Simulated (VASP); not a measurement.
# RbAs2 (R-3m) in VASP: single point with PBE+D3(BJ)

Aim: the single point of RbAs2 with PBE+D3(BJ).

Program: VASP 6.6.1. These are calculated values, not measurements. Logs are shortened: lines on timing, memory, paths and dates and some standing lists are left out, and cuts for length are marked.

### 1 The cell of the first run

The structure is trigonal, space group R-3m (No. 166). The conventional cell has a = 4.133 Å, b = 4.133 Å, c = 18.653 Å, α = 90.00°, β = 90.00°, γ = 120.00°. Rb (site symmetry -3m) has 8 As at 3.54 to 3.60 Å and 6 Rb at 4.13 Å within 4.7 Å. As (site symmetry 3m) has 3 As at 2.58 Å within 3.4 Å.

### 2 Single point, PBE+D3(BJ)

Input file INCAR:

```
PREC     = Accurate       # precision mode
ENCUT    = 520            # plane-wave cutoff, eV
EDIFF    = 1E-6           # SCF threshold, eV
ISMEAR   = 0              # smearing method
SIGMA    = 0.1            # smearing width, eV
LREAL    = False          # projectors in reciprocal space
LASPH    = True           # aspherical terms in the spheres
NELM     = 80             # most SCF steps
ALGO     = Normal         # electronic algorithm
ISIF     = 2              # what is computed and relaxed
LWAVE    = False          # write WAVECAR
LCHARG   = False          # write CHGCAR
GGA      = PE             # functional
IVDW     = 12             # dispersion correction
NBANDS   = 16             # bands
```

Input file KPOINTS:

```
Automatic mesh
0
Gamma
  15 15 15
```

Input file POSCAR:

```
RbAs2
1.0
    2.0666526477      1.1931824625      6.2177170603
   -2.0666526477      1.1931824625      6.2177170603
    0.0000000000     -2.3863649249      6.2177170603
Rb As
1 2
Direct
    0.0000000000      0.0000000000      0.0000000000
    0.8071395640      0.8071395640      0.8071395640
    0.1928604360      0.1928604360      0.1928604360
```

Potentials or basis: VASP PAW PBE potentials, release 64 (Rb_sv, As).

Started as:

```console
cat potpaw_PBE.64/Rb_sv/POTCAR potpaw_PBE.64/As/POTCAR > POTCAR
mpirun -np 1 vasp_std > vasp.out
```

OUTCAR:

```text
PREC = Accurate
   ENCUT = 520
   EDIFF = 1E-6
   ISMEAR = 0
   LREAL = False
   LASPH = True
   NELM = 80
   ISIF = 2
   GGA = PE
   IVDW = 12
 IVDW          = 12

 ion  position               nearest neighbor table
   1  0.000  0.000  0.000-   2 3.54   3 3.54   2 3.54   2 3.54   3 3.54   3 3.54   3 3.60   2 3.60

   2  0.807  0.807  0.807-   3 2.58   3 2.58   3 2.58   1 3.54   1 3.54   1 3.54   1 3.60
   3  0.193  0.193  0.193-   2 2.58   2 2.58   2 2.58   1 3.54   1 3.54   1 3.54   1 3.60

  LATTYP: Found a trigonal (rhomboedric) cell.
 ALAT       =     6.6599356601
 COS(alpha) =     0.8074139144

  Lattice vectors:

 A1 = (   2.0666526477,   1.1931824625,   6.2177170603)
 A2 = (  -2.0666526477,   1.1931824625,   6.2177170603)
 A3 = (   0.0000000000,  -2.3863649249,   6.2177170603)

Analysis of symmetry for initial positions (statically):
=====================================================================
 Subroutine PRICEL returns:
 Original cell was already a primitive cell.

 Routine SETGRP: Setting up the symmetry group for a
 trigonal (rhombohedral) supercell.

 Subroutine GETGRP returns: Found 12 space group operations
 (whereof 12 operations were pure point group operations)
 out of a pool of 12 trial point group operations.

The static configuration has the point symmetry D_3d.

Analysis of symmetry for dynamics (positions and initial velocities):
=====================================================================
 Subroutine PRICEL returns:
 Original cell was already a primitive cell.

 Routine SETGRP: Setting up the symmetry group for a
 trigonal (rhombohedral) supercell.

 Subroutine GETGRP returns: Found 12 space group operations
 (whereof 12 operations were pure point group operations)
 out of a pool of 12 trial point group operations.

The dynamic configuration has the point symmetry D_3d.

 Subroutine INISYM returns: Found 12 space group operations
 (whereof 12 operations are pure point group operations),
 and found     1 'primitive' translations

----------------------------------------------------------------------------------------

                                     Primitive cell

  volume of cell :      91.9934

  direct lattice vectors                    reciprocal lattice vectors
     2.066652648  1.193182463  6.217717060     0.241937125  0.139682464  0.053610245
    -2.066652648  1.193182463  6.217717060    -0.241937125  0.139682464  0.053610245
     0.000000000 -2.386364925  6.217717060     0.000000000 -0.279364929  0.053610245

[... 87 lines left out ...]
   EDIFFG = 0.1E-04   stopping-criterion for IOM
   NSW    =      0    number of steps for IOM
   IBRION =     -1    ionic relax: 0-MD 1-quasi-New 2-CG
   NFREE  =      0    steps in history (QN), initial steepest desc. (CG)
   ISIF   =      2    stress and relaxation
   ISYM   =      2    0-nonsym 1-usesym 2-fastsym
   POTIM  = 0.5000    time-step for ionic-motion
   TEBEG  =    0.0;   TEEND  =   0.0 temperature during run
   PSTRESS=    0.0 pullay stress
   NELECT =      19.0000    total number of electrons
   NUPDOWN=      -1.0000    fix difference up-down
   EMIN   =  10.00;   EMAX   =-10.00  energy-range for DOS
   EFERMI =   0.00;   METHOD = LEGACY
   ISMEAR =     0;   SIGMA  =   0.10  broadening in eV -4-tet -1-fermi 0-gaus
   EFERMI_NEDOS =   21; number of points for ismear=-14 and -15
   IALGO  =     38    algorithm
   IMIX   =      4    mixing-type and parameters
     AMIX     =   0.40;   BMIX     =  1.00
     AMIX_MAG =   1.60;   BMIX_MAG =  1.00
  volume/ion in A,a.u.               =      30.66       206.93
  Fermi-wavevector in a.u.,A,eV,Ry     =   0.967699  1.828687 12.741071  0.936442
  Thomas-Fermi vector in A             =   2.097607
   LORBIT       =      0    0 simple, 1 ext, 2 COOP (PROOUT), +10 PAW based schemes
   GGA     = PE    functional components
   LHFCALC =     F    Hartree Fock is set to
   AEXX    =    0.0000 exact exchange contribution
   IVDW    =    12    specifies the selected vdW correction
   LEPSILON=     F    determine dielectric tensor
   LRPA    =     F    only Hartree local field effects (RPA)
 non-spin polarized calculation
 Gauss-broadening in eV      SIGMA  =   0.10
  energy-cutoff  :      520.00
  volume of cell :       91.99
 maximum number of plane-waves:      2513
 NGX is ok and might be reduce to    50
   NGX = 25   NGY = 25   NGZ = 25

 number of electron      19.0000000 magnetization

 Free energy of the ion-electron system (eV)
  ---------------------------------------------------
  ext. energy  EPLUGINS =         0.00000000
  ---------------------------------------------------
  free energy    TOTEN  =       -10.88772891 eV

  energy without entropy =      -10.88467694  energy(sigma->0) =      -10.88620292

 E-fermi :   2.9550     XC(G=0):  -8.4168

 val. band max:        2.9215788298   @ k =  -0.4667   0.0667  -0.0000
 cond. band min:       3.0779007264   @ k =  -0.4000   0.4667   0.3333
 fundamental gap:      0.1563218967
 Fermi energy:         2.9549627965

 k-point     1 :       0.0000    0.0000    0.0000
  band No.  band energies     occupation
      1     -24.9302      2.00000
      2     -10.4547      2.00000
      3      -9.1418      2.00000
      4      -8.8898      2.00000
      5      -8.8898      2.00000
      6      -4.3660      2.00000
[... 433 lines left out ...]
      3      -9.0655      2.00000
      4      -8.9766      2.00000
      5      -8.9241      2.00000
      6      -4.9881      2.00000
[... 8 lines left out ...]
     15       8.2134      0.00000
     16       8.4459      0.00000

 [... further k-points ...]

------------------------ aborting loop because EDIFF is reached ----------------------------------------

 Edisp (eV)   -0.88610

 E8    (eV) :    -0.4207

  FORCE on cell =-STRESS in cart. coord.  units (eV):
  Direction    XX          YY          ZZ          XY          YZ          ZX
  --------------------------------------------------------------------------------------
  -------------------------------------------------------------------------------------
  Total       0.07837     0.07837     0.07673    -0.00000     0.00000     0.00000
  in kB       1.36484     1.36484     1.33634    -0.00000     0.00000     0.00000
  external pressure =        1.36 kB  Pullay stress =        0.00 kB

 VOLUME and BASIS-vectors are now :
 -----------------------------------------------------------------------------
  energy-cutoff  :      520.00
  volume of cell :       91.99
      direct lattice vectors                 reciprocal lattice vectors
     2.066652648  1.193182463  6.217717060     0.241937125  0.139682464  0.053610245
    -2.066652648  1.193182463  6.217717060    -0.241937125  0.139682464  0.053610245
     0.000000000 -2.386364925  6.217717060     0.000000000 -0.279364929  0.053610245

 POSITION                                       TOTAL-FORCE (eV/Angst)
 -----------------------------------------------------------------------------------
      0.00000      0.00000      0.00000        -0.000000     -0.000000     -0.000000
      0.00000      0.00000     15.05570         0.000000     -0.000000     -0.024286
      0.00000      0.00000      3.59745         0.000000      0.000000      0.024286
 -----------------------------------------------------------------------------------
    total drift:                               -0.000000     -0.000000      0.000000

  FREE ENERGIE OF THE ION-ELECTRON SYSTEM (eV)
  ---------------------------------------------------
  free  energy   TOTEN  =       -11.7738241063 eV

  energy  without entropy=      -11.7707721361  energy(sigma->0) =      -11.77229812
```

stdout:

```text
POSCAR found type information on POSCAR RbAs
 POSCAR found :  2 types and       3 ions
 scaLAPACK will be used
 LDA part: xc-table for (Slater+PW92), standard interpolation
 POSCAR, INCAR and KPOINTS ok, starting setup
 FFT: planning ... GRIDC
 FFT: planning ... GRID_SOFT
 FFT: planning ... GRID
 WAVECAR not read
 entering main loop
```

It took 16 min on 1 thread of Intel Xeon Platinum 8375C at 2.90GHz (Ice Lake), shared host; peak memory 0.73 GiB.

Results:

```yaml
Free_energy: -11.7738 eV
Pressure: 0.1 GPa
Largest_force: 0.024 eV/Å
Band_gap_on_the_k_mesh: zero (an odd number of electrons rules out a gap without spin polarisation)
Dispersion_energy_per_atom: -0.295 eV
```

Forces in eV/Å, atoms in the order of the input:
```
Rb   0.000  0.000  0.000
As   0.000  0.000 -0.024
As   0.000  0.000  0.024
```

Levels at points of the mesh, in eV from the Fermi level:
| k point | band 8 | band 9 | band 10 | band 11 | band 12 | band 13 |
| --- | --- | --- | --- | --- | --- | --- |
| (0.00, 0.00, 0.00) | -2.54 | -1.58 | -1.43 | 1.40 | 1.40 | 3.21 |

The gap in the log of VASP goes by the Fermi energy; the results here count the filled bands.